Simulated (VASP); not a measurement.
# AlN (P3m1) in VASP: notebook, part 2 of 2

VASP 6.6.1.

## (3) Single point, PBE

This run uses another cell than the first one, of 12.77 Å³/atom, 1.043 times its volume.

Input file INCAR:

```
SYSTEM = AlN
PREC = Accurate
ENCUT = 520
EDIFF = 1E-7
ISMEAR = 0
SIGMA = 0.05
LREAL = .False.
LASPH = .True.
NELM = 80
ALGO = Normal
ISIF = 2
LWAVE = .False.
LCHARG = .False.
GGA = PE
NBANDS = 26
```

Input file KPOINTS:

```
regular mesh
0
Gamma
  8 8 3
  0 0 0
```

Input file POSCAR:

```
AlN
1.0
   -3.1302395629      0.0000000000      0.0000000000
   -1.5651197814     -2.7108669814      0.0000000000
    0.0000000000      0.0000000000     12.0359593112
Al N
4 4
Direct
    0.3333333333      0.3333333333      0.5458379260
    0.3333333333      0.3333333333      0.1289222880
    0.6666666667      0.6666666667      0.7542957451
    0.6666666667      0.6666666667      0.3373801070
    0.3333333333      0.3333333333      0.7049089881
    0.3333333333      0.3333333333      0.2879933500
    0.6666666667      0.6666666667      0.0795355310
    0.6666666667      0.6666666667      0.4964511690
```

Potentials or basis: VASP PAW PBE potentials, release 64 (Al, N).

Launch:

```console
$ cat potpaw_PBE.64/Al/POTCAR potpaw_PBE.64/N/POTCAR > POTCAR
$ mpirun -np 1 vasp_std > vasp.out
```

OUTCAR:

```text
SYSTEM = AlN
   PREC = Accurate
   ENCUT = 520
   EDIFF = 1E-7
   ISMEAR = 0
   LREAL = .False.
   LASPH = .True.
   NELM = 80
   ISIF = 2
   GGA = PE

 ion  position               nearest neighbor table
   1  0.333  0.333  0.546-   8 1.90   8 1.90   8 1.90   5 1.91   4 3.09   4 3.09   4 3.09   3 3.09
                             3 3.09   3 3.09
   2  0.333  0.333  0.129-   7 1.90   7 1.90   7 1.90   6 1.91   4 3.09   4 3.09   4 3.09
   3  0.667  0.667  0.754-   5 1.90   5 1.90   5 1.90   1 3.09   1 3.09   1 3.09
   4  0.667  0.667  0.337-   6 1.90   6 1.90   6 1.90   8 1.91   1 3.09   2 3.09   1 3.09   2 3.09
                             1 3.09   2 3.09
   5  0.333  0.333  0.705-   3 1.90   3 1.90   3 1.90   1 1.91
   6  0.333  0.333  0.288-   4 1.90   4 1.90   4 1.90   2 1.91
   7  0.667  0.667  0.080-   2 1.90   2 1.90   2 1.90
   8  0.667  0.667  0.496-   1 1.90   1 1.90   1 1.90   4 1.91

  LATTYP: Found a hexagonal cell.
 ALAT       =     3.1302395629
 C/A-ratio  =     3.8450601206

  Lattice vectors:

 A1 = (   1.5651197814,   2.7108669814,   0.0000000000)
 A2 = (  -3.1302395629,   0.0000000000,   0.0000000000)
 A3 = (   0.0000000000,   0.0000000000,  12.0359593112)

Analysis of symmetry for initial positions (statically):
=====================================================================
 Subroutine PRICEL returns:
 Original cell was already a primitive cell.

 Routine SETGRP: Setting up the symmetry group for a
 hexagonal supercell.

 Subroutine GETGRP returns: Found  6 space group operations
 (whereof  6 operations were pure point group operations)
 out of a pool of 24 trial point group operations.

The static configuration has the point symmetry C_3v.

Analysis of symmetry for dynamics (positions and initial velocities):
=====================================================================
 Subroutine PRICEL returns:
 Original cell was already a primitive cell.

 Routine SETGRP: Setting up the symmetry group for a
 hexagonal supercell.

 Subroutine GETGRP returns: Found  6 space group operations
 (whereof  6 operations were pure point group operations)
 out of a pool of 24 trial point group operations.

The dynamic configuration has the point symmetry C_3v.

 Subroutine INISYM returns: Found  6 space group operations
 (whereof  6 operations are pure point group operations),
 and found     1 'primitive' translations

----------------------------------------------------------------------------------------

                                     Primitive cell

  volume of cell :     102.1331

  direct lattice vectors                    reciprocal lattice vectors
    -3.130239563  0.000000000  0.000000000    -0.319464367  0.184442838  0.000000000
    -1.565119781 -2.710866981  0.000000000     0.000000000 -0.368885676  0.000000000
     0.000000000  0.000000000 12.035959311     0.000000000  0.000000000  0.083084362

  length of vectors
     3.130239563  3.130239563 12.035959311     0.368885676  0.368885676  0.083084362

  position of ions in fractional coordinates (direct lattice)
     0.333333333  0.333333333  0.545837926
[... 38 lines left out ...]
     0.000000000  0.000000000  0.000000000

 Subroutine IBZKPT returns following result:
 ===========================================

 Found     25 irreducible k-points:

 Following reciprocal coordinates:
            Coordinates               Weight
  0.000000  0.000000  0.000000      1.000000
  0.125000  0.000000  0.000000      6.000000
  0.250000  0.000000  0.000000      6.000000
  0.375000  0.000000  0.000000      6.000000
  0.500000  0.000000  0.000000      3.000000
  0.250000  0.125000  0.000000      6.000000
[... 16 lines left out ...]
  0.375000  0.500000  0.333333     12.000000
  0.500000  0.250000  0.333333     12.000000
   k-points           NKPTS =     25   k-points in BZ     NKDIM =     25   number of bands    NBANDS=     26
   number of dos      NEDOS =    301   number of ions     NIONS =      8
   total plane-waves  NPLWV =  51840
   dimension x,y,z NGX =    24 NGY =   24 NGZ =   90
   dimension x,y,z NGXF=    48 NGYF=   48 NGZF=  180
   ions per type =               4   4
   NGX,Y,Z   is equivalent  to a cutoff of  12.75, 12.75, 12.43 a.u.
   NGXF,Y,Z  is equivalent  to a cutoff of  25.49, 25.49, 24.86 a.u.
 SYSTEM =  AlN
   PREC   = accura    normal or accurate (medium, high low for compatibility)
   ISTART =      0    job   : 0-new  1-cont  2-samecut
   ICHARG =      2    charge: 1-file 2-atom 10-const
   ISPIN  =      1    spin polarized calculation?
   LNONCOLLINEAR =      F non collinear calculations
   LSORBIT =      F    spin-orbit coupling
   LASPH  =      T    aspherical Exc in radial PAW
   ENCUT  =  520.0 eV  38.22 Ry    6.18 a.u.   5.82  5.82 22.38*2*pi/ulx,y,z
   NELM   =     80;   NELMIN=  2; NELMDL= -5     # of ELM steps
   EDIFF  = 0.1E-06   stopping-criterion for ELM
   LREAL  =      F    real-space projection
   EDIFFG = 0.1E-05   stopping-criterion for IOM
   NSW    =      0    number of steps for IOM
   IBRION =     -1    ionic relax: 0-MD 1-quasi-New 2-CG
   NFREE  =      0    steps in history (QN), initial steepest desc. (CG)
   ISIF   =      2    stress and relaxation
   ISYM   =      2    0-nonsym 1-usesym 2-fastsym
   POTIM  = 0.5000    time-step for ionic-motion
   TEBEG  =    0.0;   TEEND  =   0.0 temperature during run
   PSTRESS=    0.0 pullay stress
   NELECT =      32.0000    total number of electrons
   NUPDOWN=      -1.0000    fix difference up-down
   EMIN   =  10.00;   EMAX   =-10.00  energy-range for DOS
   EFERMI =   0.00;   METHOD = LEGACY
   ISMEAR =     0;   SIGMA  =   0.05  broadening in eV -4-tet -1-fermi 0-gaus
   EFERMI_NEDOS =   21; number of points for ismear=-14 and -15
   IALGO  =     38    algorithm
   IMIX   =      4    mixing-type and parameters
     AMIX     =   0.40;   BMIX     =  1.00
     AMIX_MAG =   1.60;   BMIX_MAG =  1.00
  volume/ion in A,a.u.               =      12.77        86.15
  Fermi-wavevector in a.u.,A,eV,Ry     =   1.111909  2.101204 16.821455  1.236342
  Thomas-Fermi vector in A             =   2.248478
   LORBIT       =      0    0 simple, 1 ext, 2 COOP (PROOUT), +10 PAW based schemes
   GGA     = PE    functional components
   LHFCALC =     F    Hartree Fock is set to
   AEXX    =    0.0000 exact exchange contribution
   IVDW    =     0    specifies the selected vdW correction
   LEPSILON=     F    determine dielectric tensor
   LRPA    =     F    only Hartree local field effects (RPA)
 non-spin polarized calculation
 Gauss-broadening in eV      SIGMA  =   0.05
  energy-cutoff  :      520.00
  volume of cell :      102.13
 maximum number of plane-waves:      2774
   NGX = 11   NGY = 11   NGZ = 45

 number of electron      31.9999997 magnetization

 Free energy of the ion-electron system (eV)
  ---------------------------------------------------
  ext. energy  EPLUGINS =         0.00000000
  ---------------------------------------------------
  free energy    TOTEN  =       -56.19588422 eV

  energy without entropy =      -56.19398230  energy(sigma->0) =      -56.19493326

 E-fermi :   5.6624     XC(G=0):  -9.8374

 val. band max:        5.6282708526   @ k =   0.1250   0.0000   0.0000
 cond. band min:       5.7457880310   @ k =   0.1250   0.0000   0.3333
 fundamental gap:      0.1175171784
 Fermi energy:         5.6623560084

 k-point     1 :       0.0000    0.0000    0.0000
  band No.  band energies     occupation
      1     -12.0916      2.00000
      2     -10.8014      2.00000
      3      -9.5627      2.00000
      4      -7.4780      2.00000
      5      -2.3631      2.00000
      6      -0.2240      2.00000
[... 685 lines left out ...]
     25      13.7129      0.00000
     26      14.1429      0.00000

 [... further k-points ...]
[... 5 lines left out ...]
  --------------------------------------------------------------------------------------
  -------------------------------------------------------------------------------------
  Total       -0.7361559     -0.7361559     -3.1551525      0.0000000      0.0000000      0.0000000
  in kB      -11.5481888    -11.5481888    -49.4953551      0.0000000      0.0000000      0.0000000
  external PRESSURE =     -24.1972442 kB  Pullay stress =       0.0000000 kB

 VOLUME and BASIS-vectors are now :
 -----------------------------------------------------------------------------
  energy-cutoff  :      520.00
  volume of cell :      102.13
      direct lattice vectors                 reciprocal lattice vectors
    -3.130239563  0.000000000  0.000000000    -0.319464367  0.184442838  0.000000000
    -1.565119781 -2.710866981  0.000000000     0.000000000 -0.368885676  0.000000000
     0.000000000  0.000000000 12.035959311     0.000000000  0.000000000  0.083084362

 POSITION                                       TOTAL-FORCE (eV/Angst)
 -----------------------------------------------------------------------------------
     -1.56512     -0.90362      6.56968         0.000000      0.000000     -1.345772
     -1.56512     -0.90362      1.55170         0.000000      0.000000     -2.362205
     -3.13024     -1.80724      9.07867         0.000000      0.000000      0.117608
     -3.13024     -1.80724      4.06069         0.000000      0.000000     -1.413164
     -1.56512     -0.90362      8.48426         0.000000     -0.000000      1.209781
     -1.56512     -0.90362      3.46628        -0.000000      0.000000      1.465907
     -3.13024     -1.80724      0.95729        -0.000000     -0.000000      1.094562
     -3.13024     -1.80724      5.97527        -0.000000      0.000000      1.233282
 -----------------------------------------------------------------------------------
    total drift:                               -0.000000     -0.000000      0.000385

  FREE ENERGIE OF THE ION-ELECTRON SYSTEM (eV)
  ---------------------------------------------------
  free  energy   TOTEN  =       -56.1958842210 eV

  energy  without entropy=      -56.1939823044  energy(sigma->0) =      -56.19493326
```

Run time: 2.2 min. Hardware: 1 thread of AMD EPYC 7R13, shared host; peak memory 0.2 GiB.

Results:

* Free energy: -56.1959 eV
* Pressure: -2.4 GPa
* Largest force: 2.362 eV/Å
* Band gap on the k mesh: zero (band 16 reaches 5.75 eV, above the bottom of band 17 at 5.63 eV)

Forces on the atoms (eV/Å):
```
Al   0.000  0.000 -1.346
Al   0.000  0.000 -2.362
Al   0.000  0.000  0.118
Al   0.000  0.000 -1.413
N    0.000  0.000  1.210
N    0.000  0.000  1.466
N    0.000  0.000  1.095
N    0.000  0.000  1.233
```

Stress tensor (GPa, compression positive):
```
-1.15  0.00  0.00
 0.00 -1.15  0.00
 0.00  0.00 -4.95
```

Caveat: forces of over 1 eV/Å act on the atoms, so gaps and moduli don't describe the material at rest.

## (4) Single point, PBE

This run uses another cell than the first one, of 13.83 Å³/atom, 1.130 times its volume.

Input file INCAR:

```
SYSTEM = AlN
PREC     = Accurate       ! precision mode
ENCUT    = 520            ! plane-wave cutoff, eV
EDIFF    = 1E-6           ! SCF threshold, eV
ISMEAR   = 0              ! smearing method
SIGMA    = 0.05           ! smearing width, eV
LREAL    = .FALSE.        ! projectors in reciprocal space
LASPH    = .TRUE.         ! aspherical terms in the spheres
NELM     = 80             ! most SCF steps
ALGO     = Normal         ! electronic algorithm
ISIF     = 2              ! what is computed and relaxed
LWAVE    = .FALSE.        ! write WAVECAR
LCHARG   = .FALSE.        ! write CHGCAR
GGA      = PE             ! functional
NBANDS   = 26             ! bands
```

Input file KPOINTS:

```
regular mesh
0
G
  8 8 3
  0 0 0
```

Input file POSCAR:

```
AlN
1.0
   -3.1302395629      0.0000000000      0.0000000000
   -1.5651197814     -2.7108669814      0.0000000000
    0.0000000000      0.0000000000     13.0359593112
Al N
4 4
Direct
    0.3333333333      0.3333333333      0.5039662147
    0.3333333333      0.3333333333      0.1190325450
    0.6666666667      0.6666666667      0.6964330495
    0.6666666667      0.6666666667      0.3114993798
    0.3333333333      0.3333333333      0.6508347944
    0.3333333333      0.3333333333      0.2659011247
    0.6666666667      0.6666666667      0.0734342899
    0.6666666667      0.6666666667      0.4583679596
```

Launch:

```console
$ cat potpaw_PBE.64/Al/POTCAR potpaw_PBE.64/N/POTCAR > POTCAR
$ mpirun -np 1 vasp_std > vasp.out
```

It took 2 min on 1 thread of AMD EPYC 7R13, shared host; peak memory 0.21 GiB.

The run converged. Its results:

```yaml
Free_energy: -55.7963 eV
Pressure: -1.4 GPa
Largest_force: 2.110 eV/Å
Band_gap_on_the_k_mesh: zero (band 16 reaches 4.77 eV, above the bottom of band 17 at 4.60 eV)
```

Forces in eV/Å, atoms in the order of the input:
```
Al   0.000  0.000 -1.365
Al   0.000  0.000 -2.110
Al   0.000  0.000 -0.317
Al   0.000  0.000 -1.298
N    0.000  0.000  1.014
N    0.000  0.000  1.336
N    0.000  0.000  1.557
N    0.000  0.000  1.182
```

Stress tensor (GPa, compression positive):
```
-1.73  0.00  0.00
 0.00 -1.73  0.00
 0.00  0.00 -0.62
```

Levels at points of the mesh, in eV from the Fermi level:
```tsv
k point	band 13	band 14	band 15	band 16	band 17	band 18	band 19	band 20
(0.00, 0.00, 0.00)	-1.49	-0.85	-0.67	0.11	0.11	3.12	3.84	4.91
(0.50, 0.00, 0.00)	-2.47	-2.34	-0.65	-0.16	0.75	2.27	3.66	4.31
```

Caveat: forces of over 1 eV/Å act on the atoms, so gaps and moduli don't describe the material at rest.

## (5) Single point, PBE

This run uses another cell than the first one, of 15.42 Å³/atom, 1.260 times its volume.

Input file INCAR:

```
SYSTEM = AlN
ALGO = Normal
EDIFF = 1E-6
ENCUT = 520
GGA = PE
ISIF = 2
ISMEAR = 0
LASPH = .TRUE.
LCHARG = .FALSE.
LREAL = .FALSE.
LWAVE = .FALSE.
NBANDS = 26
NELM = 100
PREC = Accurate
SIGMA = 0.05
```

Input file KPOINTS:

```
k-points
0
G
  8 8 3
  0 0 0
```

Input file POSCAR:

```
AlN
1.0
   -3.1302395629      0.0000000000      0.0000000000
   -1.5651197814     -2.7108669814      0.0000000000
    0.0000000000      0.0000000000     14.5359593112
Al N
4 4
Direct
    0.3333333333      0.3333333333      0.4519607497
    0.3333333333      0.3333333333      0.1067492953
    0.6666666667      0.6666666667      0.6245664770
    0.6666666667      0.6666666667      0.2793550225
    0.3333333333      0.3333333333      0.5836736136
    0.3333333333      0.3333333333      0.2384621592
    0.6666666667      0.6666666667      0.0658564319
    0.6666666667      0.6666666667      0.4110678864
```

Launch:

```console
$ cat potpaw_PBE.64/Al/POTCAR potpaw_PBE.64/N/POTCAR > POTCAR
$ mpirun -np 1 vasp_std > vasp.out
```

It took 2.6 min on 1 thread of AMD EPYC 7R13, shared host; peak memory 0.23 GiB.

It converged, with:

- Free energy: -55.7132 eV
- Pressure: -1.1 GPa
- Largest force: 2.116 eV/Å
- Band gap on the k mesh: zero (band 16 reaches 3.62 eV, above the bottom of band 17 at 3.36 eV)

Forces on the atoms (eV/Å):
```
Al   0.000  0.000 -1.296
Al   0.000  0.000 -2.116
Al   0.000  0.000 -0.313
Al   0.000  0.000 -1.205
N    0.000  0.000  0.875
N    0.000  0.000  1.245
N    0.000  0.000  1.703
N    0.000  0.000  1.108
```

Stress tensor (GPa, compression positive):
```
-1.73  0.00  0.00
 0.00 -1.73  0.00
 0.00  0.00  0.04
```

Levels at points of the mesh, in eV from the Fermi level:
| k point | band 13 | band 14 | band 15 | band 16 | band 17 | band 18 | band 19 | band 20 |
| --- | --- | --- | --- | --- | --- | --- | --- | --- |
| (0.00, 0.00, 0.00) | -1.43 | -0.96 | -0.46 | 0.11 | 0.11 | 3.10 | 3.95 | 4.93 |
| (0.50, 0.00, 0.00) | -2.41 | -2.28 | -0.65 | -0.12 | 0.81 | 2.38 | 3.76 | 4.40 |

Caveat: forces of over 1 eV/Å act on the atoms, so gaps and moduli don't describe the material at rest.

## (6) Single point, PBE

This run uses another cell than the first one, of 17.01 Å³/atom, 1.390 times its volume.

Input file INCAR:

```
  ALGO = Normal
  EDIFF = 1E-6
  ENCUT = 520
  GGA = PE
  ISIF = 2
  ISMEAR = 0
  LASPH = T
  LCHARG = F
  LREAL = F
  LWAVE = F
  NBANDS = 26
  NELM = 80
  PREC = Accurate
  SIGMA = 0.05
```

Input file KPOINTS:

```
k-points
0
Gamma
  8 8 3
```

Input file POSCAR:

```
AlN
1.0
   -3.1302395629      0.0000000000      0.0000000000
   -1.5651197814     -2.7108669814      0.0000000000
    0.0000000000      0.0000000000     16.0359593112
Al N
4 4
Direct
    0.3333333333      0.3333333333      0.4096844436
    0.3333333333      0.3333333333      0.0967639904
    0.6666666667      0.6666666667      0.5661446702
    0.6666666667      0.6666666667      0.2532242170
    0.3333333333      0.3333333333      0.5290769161
    0.3333333333      0.3333333333      0.2161564628
    0.6666666667      0.6666666667      0.0596962362
    0.6666666667      0.6666666667      0.3726166894
```

Potentials or basis: VASP PAW PBE potentials, release 64 (Al, N).

Launch:

```console
$ cat potpaw_PBE.64/Al/POTCAR potpaw_PBE.64/N/POTCAR > POTCAR
$ mpirun -np 1 vasp_std > vasp.out
```

Run time: 3 min. Hardware: 1 thread of AMD EPYC 7R13, shared host; peak memory 0.24 GiB.

Results (log left out):

```
Free energy            : -55.6904 eV
Pressure               : -1.0 GPa
Largest force          : 2.163 eV/Å
Band gap on the k mesh : zero (band 16 reaches 2.72 eV, above the bottom of band 17 at 2.46 eV)
```

Forces on the atoms (eV/Å):
```
Al   0.000  0.000 -1.271
Al   0.000  0.000 -2.163
Al   0.000  0.000 -0.312
Al   0.000  0.000 -1.183
N    0.000  0.000  0.849
N    0.000  0.000  1.227
N    0.000  0.000  1.768
N    0.000  0.000  1.085
```

Stress tensor (GPa, compression positive):
```
-1.52  0.00  0.00
 0.00 -1.52  0.00
 0.00  0.00  0.10
```

Levels at points of the mesh, in eV from the Fermi level:
| k point | band 12 | band 13 | band 14 | band 15 | band 16 | band 17 | band 18 | band 19 | band 20 | band 21 |
| --- | --- | --- | --- | --- | --- | --- | --- | --- | --- | --- |
| (0.00, 0.00, 0.00) | -1.44 | -1.44 | -0.98 | -0.43 | 0.10 | 0.10 | 3.06 | 3.98 | 4.93 | 5.47 |
| (0.50, 0.00, 0.00) | -3.34 | -2.41 | -2.28 | -0.65 | -0.12 | 0.82 | 2.40 | 3.78 | 4.41 | 5.49 |

Caveat: forces of over 1 eV/Å act on the atoms, so gaps and moduli don't describe the material at rest.

## (7) Summary

| cell | gap on the mesh (eV) | pressure (GPa) | largest force (eV/Å) |
| --- | --- | --- | --- |
| a = 3.130, b = 3.130, c = 11.536 Å, angles 90.0, 90.0, 60.0°, 8 atoms | none | -3.4 | 2.46 |
| a = 3.130, b = 3.130, c = 12.036 Å, angles 90.0, 90.0, 60.0°, 8 atoms | none | -2.4 | 2.36 |
| a = 3.130, b = 3.130, c = 13.036 Å, angles 90.0, 90.0, 60.0°, 8 atoms | none | -1.4 | 2.11 |
| a = 3.130, b = 3.130, c = 14.536 Å, angles 90.0, 90.0, 60.0°, 8 atoms | none | -1.1 | 2.12 |
| a = 3.130, b = 3.130, c = 16.036 Å, angles 90.0, 90.0, 60.0°, 8 atoms | none | -1.0 | 2.16 |

Alike in all rows: task single point; level PBE; potentials or basis VASP PAW PBE potentials, release 64 (Al, N); no spin polarisation; k mesh 8 × 8 × 3; cutoff (eV) 520; smearing gaussian 0.05 eV.

Caveats: forces of over 1 eV/Å act on the atoms, so gaps and moduli don't describe the material at rest.

Total energies depend on the potentials used, so only differences within one code and one set of settings carry meaning.
